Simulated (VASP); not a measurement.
Write the native input for VASP 6.6.1 that does the following.

```
Task                   : single point
Functional             : PBE
Dispersion             : D3(BJ)
Potentials or basis    : VASP PAW PBE potentials, release 64 (Ge_d)
Cutoff                 : 520 eV
k mesh                 : 12 × 12 × 1
Occupations            : gaussian, width 0.1 eV
Spin                   : no spin polarisation
Dipole correction      : yes
Further INCAR settings : ALGO = Normal; EDIFF = 1e-06; NBANDS = 21
```

The structure of Ge lies in POSCAR:

```
Ge
1.0
    3.8360000000      0.0000000000      0.0000000000
   -1.9180000000      3.3220734489      0.0000000000
    0.0000000000      0.0000000000     28.0000000000
Ge
2
Direct
    0.3333333333      0.6666666667      0.5104821429
    0.6666666667      0.3333333333      0.4895178571
```

These files were run (other wordings do the same):

INCAR

```
PREC = Accurate
ENCUT = 520
EDIFF = 1E-6
ISMEAR = 0
SIGMA = 0.1
LREAL = F
LASPH = T
NELM = 100
ALGO = Normal
ISIF = 2
LWAVE = F
LCHARG = T
LDIPOL = T
IDIPOL = 3
DIPOL = 0.5 0.5 0.500
GGA = PE
IVDW = 12
LELF = T
LVHAR = T
LVACPOTAV = T
NBANDS = 21
```

KPOINTS

```
Automatic mesh
0
Gamma
  12 12 1
```

Potentials or basis: VASP PAW PBE potentials, release 64 (Ge_d).

The run is started by

```console
$ cat potpaw_PBE.64/Ge_d/POTCAR > POTCAR
$ mpirun -np 1 vasp_std > vasp.out
```

Results of the run:

The largest force is 0.688 eV/Å and the band gap on the k mesh is zero (filled and empty bands touch). The dispersion energy per atom is -0.169 eV.

Wall time 2.1 min on 1 thread of Intel(R) Xeon(R) 6975P-C (Granite Rapids), on a shared host, peak memory 0.49 GiB.
